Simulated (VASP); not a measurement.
# P (P1) in VASP: single point with PBE

Aim: the single point of P with PBE.

All numbers are computed with VASP 6.6.1; they aren't measurements. Logs are shortened: lines on timing, memory, paths and dates and some standing lists are left out, and cuts for length are marked.

### Step 1. The cell of the first run

The typed cell holds 4 atoms: a = 2.894 Å, b = 2.894 Å, c = 9.371 Å, α = 90.00°, β = 90.00°, γ = 60.00°.

### Step 2. Single point, PBE

Contents of INCAR:

```
SYSTEM = P
PREC     = Accurate       ! precision mode
ENCUT    = 520            ! plane-wave cutoff, eV
EDIFF    = 1E-7           ! SCF threshold, eV
ISMEAR   = 1              ! smearing method
SIGMA    = 0.15           ! smearing width, eV
LREAL    = .FALSE.        ! projectors in reciprocal space
LASPH    = .TRUE.         ! aspherical terms in the spheres
NELM     = 60             ! most SCF steps
ALGO     = Normal         ! electronic algorithm
ISIF     = 2              ! what is computed and relaxed
LWAVE    = .FALSE.        ! write WAVECAR
LCHARG   = .FALSE.        ! write CHGCAR
GGA      = PE             ! functional
NBANDS   = 18             ! bands
```

Contents of KPOINTS:

```
Automatic mesh
0
G
  6 6 2
  0 0 0
```

Contents of POSCAR:

```
P
1.0
    1.4468390000      2.5059990000      0.0000000000
   -1.4468390000      2.5059990000      0.0000000000
    0.0000000000      0.0000000000      9.3707240000
P
4
Direct
    0.0692908679     -0.0114029757     -0.0011520988
   -0.0595381000      0.0379295519      0.4781175926
    0.3089175156      0.3347738825      0.7564388835
    0.6557406601      0.6667778246      0.2670301676
```

Potentials or basis: VASP PAW PBE potentials, release 64 (P).

Started as:

```
> cat potpaw_PBE.64/P/POTCAR > POTCAR
> mpirun -np 1 vasp_std > vasp.out
```

OUTCAR:

```text
SYSTEM = P
   PREC = Accurate
   ENCUT = 520
   EDIFF = 1E-7
   ISMEAR = 1
   LREAL = .FALSE.
   LASPH = .TRUE.
   NELM = 60
   ISIF = 2
   GGA = PE

 ion  position               nearest neighbor table
   1  0.069  0.989  0.999-   3 2.71   3 2.81   4 2.91
   2  0.940  0.038  0.478-   4 2.53   4 2.57   4 2.67
   3  0.309  0.335  0.756-   1 2.71   1 2.81
   4  0.656  0.667  0.267-   2 2.53   2 2.57   2 2.67   1 2.91

  LATTYP: Found a hexagonal cell.
 ALAT       =     2.8936782959
 C/A-ratio  =     3.2383433962

  Lattice vectors:

 A1 = (   1.4468390000,  -2.5059990000,   0.0000000000)
 A2 = (   1.4468390000,   2.5059990000,   0.0000000000)
 A3 = (   0.0000000000,   0.0000000000,   9.3707240000)

Analysis of symmetry for initial positions (statically):
=====================================================================
 Subroutine PRICEL returns:
 Original cell was already a primitive cell.

 Routine SETGRP: Setting up the symmetry group for a
 hexagonal supercell.

 Subroutine GETGRP returns: Found  1 space group operations
 (whereof  1 operations were pure point group operations)
 out of a pool of 24 trial point group operations.

The static configuration has the point symmetry C_1 .

Analysis of symmetry for dynamics (positions and initial velocities):
=====================================================================
 Subroutine PRICEL returns:
 Original cell was already a primitive cell.

 Routine SETGRP: Setting up the symmetry group for a
 hexagonal supercell.

 Subroutine GETGRP returns: Found  1 space group operations
 (whereof  1 operations were pure point group operations)
 out of a pool of 24 trial point group operations.

The dynamic configuration has the point symmetry C_1 .

 Subroutine INISYM returns: Found  1 space group operations
 (whereof  1 operations are pure point group operations),
 and found     1 'primitive' translations

----------------------------------------------------------------------------------------

                                     Primitive cell

  volume of cell :      67.9523

  direct lattice vectors                    reciprocal lattice vectors
     1.446839000  2.505999000  0.000000000     0.345580953  0.199521229  0.000000000
    -1.446839000  2.505999000  0.000000000    -0.345580953  0.199521229  0.000000000
     0.000000000  0.000000000  9.370724000     0.000000000  0.000000000  0.106715340

  length of vectors
     2.893678296  2.893678296  9.370724000     0.399042499  0.399042499  0.106715340

  position of ions in fractional coordinates (direct lattice)
     0.069290868  0.988597024  0.998847901
     0.940461900  0.037929552  0.478117593
     0.308917516  0.334773883  0.756438884
     0.655740660  0.666777825  0.267030168

  ion indices of the primitive-cell ions
   primitive index   ion index
                 1           1
                 2           2
                 3           3
                 4           4

----------------------------------------------------------------------------------------

 KPOINTS: Automatic mesh

Automatic generation of k-mesh.
 Grid dimensions read from file:
 generate k-points for:    6    6    2

 Generating k-lattice:

  Cartesian coordinates                     Fractional coordinates (reciprocal lattice)
     0.057596825  0.033253538  0.000000000     0.166666667 -0.000000000  0.000000000
    -0.057596825  0.033253538  0.000000000    -0.000000000  0.166666667  0.000000000
     0.000000000  0.000000000  0.053357670     0.000000000  0.000000000  0.500000000

  Length of vectors
     0.066507083  0.066507083  0.053357670

  Shift w.r.t. Gamma in fractional coordinates (k-lattice)
     0.000000000  0.000000000  0.000000000

 Subroutine IBZKPT returns following result:
 ===========================================

 Found     40 irreducible k-points:

 Following reciprocal coordinates:
            Coordinates               Weight
  0.000000  0.000000  0.000000      1.000000
  0.166667 -0.000000  0.000000      2.000000
  0.166667  0.166667  0.000000      2.000000
 -0.000000  0.166667  0.000000      2.000000
  0.333333 -0.000000  0.000000      2.000000
  0.333333  0.333333  0.000000      2.000000
[... 16 lines left out ...]
  0.166667  0.166667  0.500000      2.000000
 -0.000000  0.166667  0.500000      2.000000
 [... further k-points ...]
   k-points           NKPTS =     40   k-points in BZ     NKDIM =     40   number of bands    NBANDS=     18
   number of dos      NEDOS =    301   number of ions     NIONS =      4
   total plane-waves  NPLWV =  40320
   dimension x,y,z NGX =    24 NGY =   24 NGZ =   70
   dimension x,y,z NGXF=    48 NGYF=   48 NGZF=  140
   ions per type =               4
   NGX,Y,Z   is equivalent  to a cutoff of  13.79, 13.79, 12.42 a.u.
   NGXF,Y,Z  is equivalent  to a cutoff of  27.58, 27.58, 24.84 a.u.
 SYSTEM =  P
   PREC   = accura    normal or accurate (medium, high low for compatibility)
   ISTART =      0    job   : 0-new  1-cont  2-samecut
   ICHARG =      2    charge: 1-file 2-atom 10-const
   ISPIN  =      1    spin polarized calculation?
   LNONCOLLINEAR =      F non collinear calculations
   LSORBIT =      F    spin-orbit coupling
   LASPH  =      T    aspherical Exc in radial PAW
   ENCUT  =  520.0 eV  38.22 Ry    6.18 a.u.   5.38  5.38 17.42*2*pi/ulx,y,z
   NELM   =     60;   NELMIN=  2; NELMDL= -5     # of ELM steps
   EDIFF  = 0.1E-06   stopping-criterion for ELM
   LREAL  =      F    real-space projection
   EDIFFG = 0.1E-05   stopping-criterion for IOM
   NSW    =      0    number of steps for IOM
   IBRION =     -1    ionic relax: 0-MD 1-quasi-New 2-CG
   NFREE  =      0    steps in history (QN), initial steepest desc. (CG)
   ISIF   =      2    stress and relaxation
   ISYM   =      2    0-nonsym 1-usesym 2-fastsym
   POTIM  = 0.5000    time-step for ionic-motion
   TEBEG  =    0.0;   TEEND  =   0.0 temperature during run
   PSTRESS=    0.0 pullay stress
   NELECT =      20.0000    total number of electrons
   NUPDOWN=      -1.0000    fix difference up-down
   EMIN   =  10.00;   EMAX   =-10.00  energy-range for DOS
   EFERMI =   0.00;   METHOD = LEGACY
   ISMEAR =     1;   SIGMA  =   0.15  broadening in eV -4-tet -1-fermi 0-gaus
   EFERMI_NEDOS =   21; number of points for ismear=-14 and -15
   IALGO  =     38    algorithm
   IMIX   =      4    mixing-type and parameters
     AMIX     =   0.40;   BMIX     =  1.00
     AMIX_MAG =   1.60;   BMIX_MAG =  1.00
  volume/ion in A,a.u.               =      16.99       114.64
  Fermi-wavevector in a.u.,A,eV,Ry     =   1.088972  2.057859 16.134608  1.185860
  Thomas-Fermi vector in A             =   2.225165
   LORBIT       =      0    0 simple, 1 ext, 2 COOP (PROOUT), +10 PAW based schemes
   GGA     = PE    functional components
   LHFCALC =     F    Hartree Fock is set to
   AEXX    =    0.0000 exact exchange contribution
   IVDW    =     0    specifies the selected vdW correction
   LEPSILON=     F    determine dielectric tensor
   LRPA    =     F    only Hartree local field effects (RPA)
 non-spin polarized calculation
 Methfessel and Paxton  Order N= 1 SIGMA  =   0.15
  energy-cutoff  :      520.00
  volume of cell :       67.95
 maximum number of plane-waves:      1895
 NGX is ok and might be reduce to    24
   NGX = 11   NGY = 11   NGZ = 35

 number of electron      19.9999998 magnetization

 Free energy of the ion-electron system (eV)
  ---------------------------------------------------
  ext. energy  EPLUGINS =         0.00000000
  ---------------------------------------------------
  free energy    TOTEN  =       -18.13950072 eV

  energy without entropy =      -18.14192872  energy(sigma->0) =      -18.14031006

 E-fermi :   7.4300     XC(G=0): -10.7625

 val. band max:        7.4227016129   @ k =   0.1667   0.1667   0.5000
 cond. band min:       7.4502155367   @ k =   0.5000  -0.0000   0.5000
 fundamental gap:      0.0275139238
 Fermi energy:         7.4300304823

 k-point     1 :       0.0000    0.0000    0.0000
  band No.  band energies     occupation
      1      -7.5544      2.00000
      2      -6.2607      2.00000
      3      -4.8510      2.00000
      4      -2.1396      2.00000
      5       1.0146      2.00000
      6       6.3198      2.00000
[... 10 lines left out ...]
     17      16.3885      0.00000
     18      17.3227      0.00000

 k-point     2 :       0.1667   -0.0000    0.0000
  band No.  band energies     occupation
      1      -6.9559      2.00000
      2      -5.6735      2.00000
      3      -4.2631      2.00000
      4      -1.5975      2.00000
      5       1.5808      2.00000
      6       6.6651      2.00000
[... 10 lines left out ...]
     17      15.2908      0.00000
     18      16.1067      0.00000

 k-point     3 :       0.1667    0.1667    0.0000
  band No.  band energies     occupation
      1      -6.9523      2.00000
      2      -5.6642      2.00000
      3      -4.2688      2.00000
      4      -1.5996      2.00000
      5       1.5844      2.00000
      6       6.6877      2.00000
[... 10 lines left out ...]
     17      15.2921      0.00000
     18      16.1861      0.00000

 k-point     4 :      -0.0000    0.1667    0.0000
  band No.  band energies     occupation
      1      -6.9507      2.00000
      2      -5.6663      2.00000
      3      -4.2679      2.00000
      4      -1.5998      2.00000
      5       1.5843      2.00000
      6       6.6824      2.00000
[... 375 lines left out ...]
      4      -2.7936      2.00000
      5       3.5643      2.00000
      6       3.8288      2.00000
[... 10 lines left out ...]
     17      15.1304      0.00000
     18      15.8050      0.00000

 k-point    23 :       0.1667    0.1667    0.5000
  band No.  band energies     occupation
      1      -6.8681      2.00000
      2      -5.9875      2.00000
      3      -3.2863      2.00000
      4      -2.7934      2.00000
      5       3.5593      2.00000
      6       3.8378      2.00000
[... 10 lines left out ...]
     17      15.2485      0.00000
     18      15.8970      0.00000

 k-point    24 :      -0.0000    0.1667    0.5000
  band No.  band energies     occupation
      1      -6.8660      2.00000
      2      -5.9898      2.00000
      3      -3.2843      2.00000
      4      -2.7951      2.00000
      5       3.5645      2.00000
      6       3.8314      2.00000
[... 10 lines left out ...]
     17      15.2364      0.00000
     18      15.9951      0.00000

 [... further k-points ...]

------------------------ aborting loop because EDIFF is reached ----------------------------------------

  FORCE on cell =-STRESS in cart. coord.  units (eV):
  Direction    XX          YY          ZZ          XY          YZ          ZX
  --------------------------------------------------------------------------------------
  -------------------------------------------------------------------------------------
  Total       -4.3253092     -4.4586785     -2.8059589     -0.1279741      0.3596419     -0.0314528
  in kB     -101.9819938   -105.1265705    -66.1588030     -3.0173680      8.4796245     -0.7415934
  external PRESSURE =     -91.0891225 kB  Pullay stress =       0.0000000 kB

 VOLUME and BASIS-vectors are now :
 -----------------------------------------------------------------------------
  energy-cutoff  :      520.00
  volume of cell :       67.95
      direct lattice vectors                 reciprocal lattice vectors
     1.446839000  2.505999000  0.000000000     0.345580953  0.199521229  0.000000000
    -1.446839000  2.505999000  0.000000000    -0.345580953  0.199521229  0.000000000
     0.000000000  0.000000000  9.370724000     0.000000000  0.000000000  0.106715340

 POSITION                                       TOTAL-FORCE (eV/Angst)
 -----------------------------------------------------------------------------------
     -1.33009      2.65107      9.35993         0.064687      0.151771     -0.783916
      1.30582      2.45185      4.48031        -0.070916      0.031166     -0.560176
     -0.03741      1.61309      7.08838        -0.100884     -0.187277      0.791318
     -0.01597      3.31423      2.50227         0.107113      0.004340      0.552774
 -----------------------------------------------------------------------------------
    total drift:                                0.000042     -0.000042     -0.000079

  FREE ENERGIE OF THE ION-ELECTRON SYSTEM (eV)
  ---------------------------------------------------
  free  energy   TOTEN  =       -18.1395007240 eV

  energy  without entropy=      -18.1419287181  energy(sigma->0) =      -18.14031006
```

Run time: 35 s. Hardware: 1 thread of Intel Xeon Platinum 8259CL at 2.50GHz (Skylake/Cascade Lake), shared host; peak memory 0.19 GiB.

Results:

- Free energy: -18.1395 eV
- Pressure: -9.1 GPa
- Largest force: 0.819 eV/Å
- Band gap on the k mesh: zero (band 10 reaches 11.56 eV, above the bottom of band 11 at 5.05 eV)

Forces in eV/Å, atoms in the order of the input:
```
P    0.065  0.152 -0.784
P   -0.071  0.031 -0.560
P   -0.101 -0.187  0.791
P    0.107  0.004  0.553
```

Stress tensor (GPa, compression positive):
```
-10.20  -0.30  -0.07
 -0.30 -10.51   0.85
 -0.07   0.85  -6.62
```

Caveat: the k points lie up to 0.42 Å⁻¹ apart.
